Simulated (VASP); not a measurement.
# LiSb7 (P-62m) in VASP: single point with PBE

Aim: the single point of LiSb7 with PBE.

Program: VASP 6.6.1. These are calculated values, not measurements. Logs are shortened: lines on timing, memory, paths and dates and some standing lists are left out, and cuts for length are marked.

## 1. The cell of the first run

It takes space group P-62m (No. 189, hexagonal). The conventional cell has a = 6.413 Å, b = 6.413 Å, c = 6.245 Å, α = 90.00°, β = 90.00°, γ = 120.00°. Within 4.1 Å of Li (site symmetry -62m) lie 14 Sb at 3.12 to 3.95 Å. Sb (site symmetry m) has 8 Sb at 3.07 to 3.93 Å and 2 Li at 3.22 to 3.95 Å within 4.0 Å. Sb (site symmetry -62m) has 2 Li at 3.12 Å and 12 Sb at 3.19 to 3.93 Å within 4.1 Å.

The cell was built from a structure type or drawn by symmetry, and may not be a known phase.

## 2. Single point, PBE

Contents of INCAR:

```
SYSTEM = LiSb7
PREC     = Accurate       ! precision mode
ENCUT    = 520            ! plane-wave cutoff, eV
EDIFF    = 1E-6           ! SCF threshold, eV
ISMEAR   = 0              ! smearing method
SIGMA    = 0.1            ! smearing width, eV
LREAL    = .False.        ! projectors in reciprocal space
LASPH    = .True.         ! aspherical terms in the spheres
NELM     = 100            ! most SCF steps
ALGO     = Fast           ! electronic algorithm
ISIF     = 2              ! what is computed and relaxed
LWAVE    = .False.        ! write WAVECAR
LCHARG   = .False.        ! write CHGCAR
GGA      = PE             ! functional
NBANDS   = 29             ! bands
```

Contents of KPOINTS:

```
Automatic mesh
0
Gamma
  9 9 6
  0 0 0
```

Contents of POSCAR:

```
LiSb7
1.0
    6.4127029628      0.0000000000      0.0000000000
   -3.2063514814      5.5535636727      0.0000000000
    0.0000000000      0.0000000000      6.2445628189
Li Sb
1 7
Direct
    0.0000000000      0.0000000000      0.5000000000
    0.4364100450      0.0000000000      0.7544083484
    0.0000000000      0.4364100450      0.7544083484
    0.5635899550      0.5635899550      0.7544083484
    0.4364100450      0.0000000000      0.2455916516
    0.0000000000      0.4364100450      0.2455916516
    0.5635899550      0.5635899550      0.2455916516
    0.0000000000      0.0000000000      0.0000000000
```

Potentials or basis: VASP PAW PBE potentials, release 64 (Li_sv, Sb).

Command:

```console
$ cat potpaw_PBE.64/Li_sv/POTCAR potpaw_PBE.64/Sb/POTCAR > POTCAR
$ mpirun -np 1 vasp_std > vasp.out
```

OUTCAR:

```text
SYSTEM = LiSb7
   PREC = Accurate
   ENCUT = 520
   EDIFF = 1E-6
   ISMEAR = 0
   LREAL = .False.
   LASPH = .True.
   NELM = 100
   ISIF = 2
   GGA = PE

 ion  position               nearest neighbor table
   1  0.000  0.000  0.500-   8 3.12   8 3.12
   2  0.436  0.000  0.754-   5 3.07   5 3.18   8 3.19   4 3.28   3 3.28   3 3.28   4 3.28
   3  0.000  0.436  0.754-   6 3.07   6 3.18   8 3.19   2 3.28   2 3.28   4 3.28   4 3.28
   4  0.564  0.564  0.754-   7 3.07   7 3.18   8 3.19   2 3.28   2 3.28   3 3.28   3 3.28
   5  0.436  0.000  0.246-   2 3.07   2 3.18   8 3.19   7 3.28   6 3.28   6 3.28   7 3.28
   6  0.000  0.436  0.246-   3 3.07   3 3.18   8 3.19   5 3.28   5 3.28   7 3.28   7 3.28
   7  0.564  0.564  0.246-   4 3.07   4 3.18   8 3.19   5 3.28   5 3.28   6 3.28   6 3.28
   8  0.000  0.000  0.000-   1 3.12   1 3.12   4 3.19   6 3.19   7 3.19   3 3.19   5 3.19   2 3.19

  LATTYP: Found a hexagonal cell.
 ALAT       =     6.4127029628
 C/A-ratio  =     0.9737801447

  Lattice vectors:

 A1 = (   6.4127029628,   0.0000000000,   0.0000000000)
 A2 = (  -3.2063514814,   5.5535636727,   0.0000000000)
 A3 = (   0.0000000000,   0.0000000000,   6.2445628189)

Analysis of symmetry for initial positions (statically):
=====================================================================
 Subroutine PRICEL returns:
 Original cell was already a primitive cell.

 Routine SETGRP: Setting up the symmetry group for a
 hexagonal supercell.

 Subroutine GETGRP returns: Found 12 space group operations
 (whereof 12 operations were pure point group operations)
 out of a pool of 24 trial point group operations.

The static configuration has the point symmetry D_3h.

Analysis of symmetry for dynamics (positions and initial velocities):
=====================================================================
 Subroutine PRICEL returns:
 Original cell was already a primitive cell.

 Routine SETGRP: Setting up the symmetry group for a
 hexagonal supercell.

 Subroutine GETGRP returns: Found 12 space group operations
 (whereof 12 operations were pure point group operations)
 out of a pool of 24 trial point group operations.

The dynamic configuration has the point symmetry D_3h.

 Subroutine INISYM returns: Found 12 space group operations
 (whereof 12 operations are pure point group operations),
 and found     1 'primitive' translations

----------------------------------------------------------------------------------------

                                     Primitive cell

  volume of cell :     222.3898

  direct lattice vectors                    reciprocal lattice vectors
     6.412702963  0.000000000  0.000000000     0.155940483  0.090032280  0.000000000
    -3.206351481  5.553563673  0.000000000     0.000000000  0.180064560  0.000000000
     0.000000000  0.000000000  6.244562819     0.000000000  0.000000000  0.160139313

  length of vectors
     6.412702963  6.412702963  6.244562819     0.180064560  0.180064560  0.160139313

  position of ions in fractional coordinates (direct lattice)
     0.000000000  0.000000000  0.500000000
     0.436410045  0.000000000  0.754408348
     1.000000000  0.436410045  0.754408348
     0.563589955  0.563589955  0.754408348
     0.436410045  0.000000000  0.245591652
     1.000000000  0.436410045  0.245591652
     0.563589955  0.563589955  0.245591652
     0.000000000  0.000000000  0.000000000

  ion indices of the primitive-cell ions
   primitive index   ion index
                 1           1
                 2           2
                 3           3
                 4           4
                 5           5
                 6           6
                 7           7
                 8           8

----------------------------------------------------------------------------------------

 KPOINTS: Automatic mesh

Automatic generation of k-mesh.
 Grid dimensions read from file:
 generate k-points for:    9    9    6

 Generating k-lattice:

  Cartesian coordinates                     Fractional coordinates (reciprocal lattice)
     0.017326720  0.010003587  0.000000000     0.111111111 -0.000000000  0.000000000
     0.000000000  0.020007173  0.000000000     0.000000000  0.111111111  0.000000000
     0.000000000  0.000000000  0.026689886     0.000000000  0.000000000  0.166666667

  Length of vectors
     0.020007173  0.020007173  0.026689886

  Shift w.r.t. Gamma in fractional coordinates (k-lattice)
     0.000000000  0.000000000  0.000000000

 Subroutine IBZKPT returns following result:
 ===========================================

 Found     48 irreducible k-points:

 Following reciprocal coordinates:
            Coordinates               Weight
  0.000000  0.000000  0.000000      1.000000
  0.111111  0.000000  0.000000      6.000000
  0.222222  0.000000  0.000000      6.000000
  0.333333  0.000000  0.000000      6.000000
  0.444444  0.000000  0.000000      6.000000
  0.111111  0.111111  0.000000      6.000000
[... 16 lines left out ...]
  0.333333  0.222222  0.166667     24.000000
  0.333333  0.333333  0.166667      4.000000
 [... further k-points ...]
   k-points           NKPTS =     48   k-points in BZ     NKDIM =     48   number of bands    NBANDS=     29
   number of dos      NEDOS =    301   number of ions     NIONS =      8
   total plane-waves  NPLWV = 110592
   dimension x,y,z NGX =    48 NGY =   48 NGZ =   48
   dimension x,y,z NGXF=    96 NGYF=   96 NGZF=   96
   ions per type =               1   7
   NGX,Y,Z   is equivalent  to a cutoff of  12.44, 12.44, 12.78 a.u.
   NGXF,Y,Z  is equivalent  to a cutoff of  24.89, 24.89, 25.56 a.u.
 SYSTEM =  LiSb7
   PREC   = accura    normal or accurate (medium, high low for compatibility)
   ISTART =      0    job   : 0-new  1-cont  2-samecut
   ICHARG =      2    charge: 1-file 2-atom 10-const
   ISPIN  =      1    spin polarized calculation?
   LNONCOLLINEAR =      F non collinear calculations
   LSORBIT =      F    spin-orbit coupling
   LASPH  =      T    aspherical Exc in radial PAW
   ENCUT  =  520.0 eV  38.22 Ry    6.18 a.u.  11.92 11.92 11.61*2*pi/ulx,y,z
   NELM   =    100;   NELMIN=  2; NELMDL= -5     # of ELM steps
   EDIFF  = 0.1E-05   stopping-criterion for ELM
   LREAL  =      F    real-space projection
   EDIFFG = 0.1E-04   stopping-criterion for IOM
   NSW    =      0    number of steps for IOM
   IBRION =     -1    ionic relax: 0-MD 1-quasi-New 2-CG
   NFREE  =      0    steps in history (QN), initial steepest desc. (CG)
   ISIF   =      2    stress and relaxation
   ISYM   =      2    0-nonsym 1-usesym 2-fastsym
   POTIM  = 0.5000    time-step for ionic-motion
   TEBEG  =    0.0;   TEEND  =   0.0 temperature during run
   PSTRESS=    0.0 pullay stress
   NELECT =      38.0000    total number of electrons
   NUPDOWN=      -1.0000    fix difference up-down
   EMIN   =  10.00;   EMAX   =-10.00  energy-range for DOS
   EFERMI =   0.00;   METHOD = LEGACY
   ISMEAR =     0;   SIGMA  =   0.10  broadening in eV -4-tet -1-fermi 0-gaus
   EFERMI_NEDOS =   21; number of points for ismear=-14 and -15
   IALGO  =     68    algorithm
   IMIX   =      4    mixing-type and parameters
     AMIX     =   0.40;   BMIX     =  1.00
     AMIX_MAG =   1.60;   BMIX_MAG =  1.00
  volume/ion in A,a.u.               =      27.80       187.60
  Fermi-wavevector in a.u.,A,eV,Ry     =   0.908443  1.716709 11.228464  0.825269
  Thomas-Fermi vector in A             =   2.032370
   LORBIT       =      0    0 simple, 1 ext, 2 COOP (PROOUT), +10 PAW based schemes
   GGA     = PE    functional components
   LHFCALC =     F    Hartree Fock is set to
   AEXX    =    0.0000 exact exchange contribution
   IVDW    =     0    specifies the selected vdW correction
   LEPSILON=     F    determine dielectric tensor
   LRPA    =     F    only Hartree local field effects (RPA)
 non-spin polarized calculation
 RMM-DIIS sequential band-by-band and
 Gauss-broadening in eV      SIGMA  =   0.10
  energy-cutoff  :      520.00
  volume of cell :      222.39
 maximum number of plane-waves:      6024
 NGX is ok and might be reduce to    48
   NGX = 23   NGY = 23   NGZ = 23

 number of electron      38.0000004 magnetization

 Free energy of the ion-electron system (eV)
  ---------------------------------------------------
  ext. energy  EPLUGINS =         0.00000000
  ---------------------------------------------------
  free energy    TOTEN  =       -30.42158080 eV

  energy without entropy =      -30.40142167  energy(sigma->0) =      -30.41150124

 E-fermi :   7.0106     XC(G=0):  -9.5753

 val. band max:        6.9871912893   @ k =   0.3333   0.1111   0.0000
 cond. band min:       7.0114797466   @ k =   0.3333   0.2222   0.5000
 fundamental gap:      0.0242884573
 Fermi energy:         7.0106261219

 k-point     1 :       0.0000    0.0000    0.0000
  band No.  band energies     occupation
      1     -40.2945      2.00000
      2      -5.3298      2.00000
      3      -2.5703      2.00000
      4      -2.3039      2.00000
      5      -2.3039      2.00000
      6      -1.7355      2.00000
[... 21 lines left out ...]
     28      11.7666      0.00000
     29      11.8590      0.00000

 k-point     2 :       0.1111    0.0000    0.0000
  band No.  band energies     occupation
      1     -40.2945      2.00000
      2      -5.2745      2.00000
      3      -2.5191      2.00000
      4      -2.4712      2.00000
      5      -2.4021      2.00000
      6      -1.6820      2.00000
[... 21 lines left out ...]
     28      11.5959      0.00000
     29      11.9315      0.00000

 k-point     3 :       0.2222    0.0000    0.0000
  band No.  band energies     occupation
      1     -40.2945      2.00000
      2      -5.1097      2.00000
      3      -2.9143      2.00000
      4      -2.5681      2.00000
      5      -2.3683      2.00000
      6      -1.5889      2.00000
[... 21 lines left out ...]
     28      11.0587      0.00000
     29      11.3347      0.00000

 k-point     4 :       0.3333    0.0000    0.0000
  band No.  band energies     occupation
      1     -40.2945      2.00000
      2      -4.8392      2.00000
      3      -3.4546      2.00000
      4      -2.7057      2.00000
      5      -2.1301      2.00000
      6      -1.5290      2.00000
[... 21 lines left out ...]
     28      10.7783      0.00000
     29      11.4023      0.00000

 k-point     5 :       0.4444    0.0000    0.0000
  band No.  band energies     occupation
      1     -40.2945      2.00000
      2      -4.4787      2.00000
      3      -3.9700      2.00000
      4      -2.7808      2.00000
      5      -1.8626      2.00000
      6      -1.5061      2.00000
[... 21 lines left out ...]
     28      11.0766      0.00000
     29      11.1506      0.00000
[... 510 lines left out ...]
     28      10.4518      0.00000
     29      10.5480      0.00000

 k-point    22 :       0.2222    0.2222    0.1667
  band No.  band energies     occupation
      1     -40.2945      2.00000
      2      -4.5905      2.00000
      3      -3.3002      2.00000
      4      -3.2009      2.00000
      5      -2.3206      2.00000
      6      -1.2272      2.00000
[... 21 lines left out ...]
     28      10.6367      0.00000
     29      10.6573      0.00000

 k-point    23 :       0.3333    0.2222    0.1667
  band No.  band energies     occupation
      1     -40.2945      2.00000
      2      -4.2316      2.00000
      3      -3.7561      2.00000
      4      -3.3236      2.00000
      5      -2.0473      2.00000
      6      -1.5310      2.00000
[... 21 lines left out ...]
     28      10.1983      0.00000
     29      10.4117      0.00000

 k-point    24 :       0.3333    0.3333    0.1667
  band No.  band energies     occupation
      1     -40.2945      2.00000
      2      -3.8862      2.00000
      3      -3.8862      2.00000
      4      -3.6475      2.00000
      5      -1.7715      2.00000
      6      -1.7715      2.00000
[... 21 lines left out ...]
     28      10.2062      0.00000
     29      10.2063      0.00000

 [... further k-points ...]

------------------------ aborting loop because EDIFF is reached ----------------------------------------

  FORCE on cell =-STRESS in cart. coord.  units (eV):
  Direction    XX          YY          ZZ          XY          YZ          ZX
  --------------------------------------------------------------------------------------
  -------------------------------------------------------------------------------------
  Total       -0.0861344     -0.0861344     -0.0350738      0.0000000     -0.0000000      0.0000000
  in kB       -0.6205435     -0.6205435     -0.2526847      0.0000000     -0.0000000      0.0000000
  external PRESSURE =      -0.4979239 kB  Pullay stress =       0.0000000 kB

 VOLUME and BASIS-vectors are now :
 -----------------------------------------------------------------------------
  energy-cutoff  :      520.00
  volume of cell :      222.39
      direct lattice vectors                 reciprocal lattice vectors
     6.412702963  0.000000000  0.000000000     0.155940483  0.090032280  0.000000000
    -3.206351481  5.553563673  0.000000000     0.000000000  0.180064560  0.000000000
     0.000000000  0.000000000  6.244562819     0.000000000  0.000000000  0.160139313

 POSITION                                       TOTAL-FORCE (eV/Angst)
 -----------------------------------------------------------------------------------
      0.00000      0.00000      3.12228         0.000000     -0.000000     -0.000000
      2.79857      0.00000      4.71095        -0.000323     -0.000000     -0.001141
     -1.39928      2.42363      4.71095         0.000161     -0.000280     -0.001141
      1.80707      3.12993      4.71095         0.000161      0.000280     -0.001141
      2.79857      0.00000      1.53361        -0.000323     -0.000000      0.001141
     -1.39928      2.42363      1.53361         0.000161     -0.000280      0.001141
      1.80707      3.12993      1.53361         0.000161      0.000280      0.001141
      0.00000      0.00000      0.00000         0.000000     -0.000000     -0.000000
 -----------------------------------------------------------------------------------
    total drift:                               -0.000000     -0.000000     -0.000000

  FREE ENERGIE OF THE ION-ELECTRON SYSTEM (eV)
  ---------------------------------------------------
  free  energy   TOTEN  =       -30.4215807996 eV

  energy  without entropy=      -30.4014216718  energy(sigma->0) =      -30.41150124
```

Run time: 6.8 min. Hardware: 1 thread of Intel Xeon Platinum 8488C (Sapphire Rapids), shared host; peak memory 0.46 GiB.

Results:

```
Free energy            : -30.4216 eV
Band gap on the k mesh : zero (bands 19 and 20 overlap by 1.27 eV)
```

Caveat: the cutoff is under 1.25 times the usual one of these potentials, so pressure, stress and relaxed cells hold a basis-set (Pulay) error; spin-orbit coupling is left out, which moves the levels of the heavy elements.
